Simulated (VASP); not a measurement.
MgO, 8 atoms in the cell. It takes space group P6_3mc (No. 186, hexagonal). The conventional cell has a = 3.390 Å, b = 3.390 Å, c = 10.514 Å, α = 90.00°, β = 90.00°, γ = 120.00°. Within 2.6 Å of Mg (site symmetry 3m) lie 4 O at 1.99 to 2.06 Å. Mg (site symmetry 3m) has 4 O at 2.01 to 2.05 Å within 2.7 Å. O (site symmetry 3m) has 4 Mg at 1.99 to 2.05 Å within 2.6 Å. Within 2.7 Å of O (site symmetry 3m) lie 4 Mg at 2.01 to 2.06 Å. 

| Property | Result |
| --- | --- |
| Program | VASP 6.6.1 |
| Task | single point |
| Functional | PBE |
| Potentials or basis | VASP PAW PBE potentials, release 64 (Mg, O) |
| Cutoff | 520 eV |
| k mesh | 9 × 9 × 2 |
| Occupations | gaussian, width 0.05 eV |
| Spin | no spin polarisation |
| Dipole correction | no |
| Further INCAR settings | ALGO = Normal; EDIFF = 1e-06; NBANDS = 26 |

Potentials or basis: VASP PAW PBE potentials, release 64 (Mg, O).

Launch:

```sh
$ cat potpaw_PBE.64/Mg/POTCAR potpaw_PBE.64/O/POTCAR > POTCAR
$ mpirun -np 1 vasp_std > vasp.out
```

Hardware: 1 thread of Intel(R) Xeon(R) 6975P-C (Granite Rapids) (shared host).

Problem. Estimate the wall time of this run.

Solution. Wall time 37 s on 1 thread of Intel(R) Xeon(R) 6975P-C (Granite Rapids), on a shared host, peak memory 0.24 GiB. Counts: scf iterations 13, k points 24.
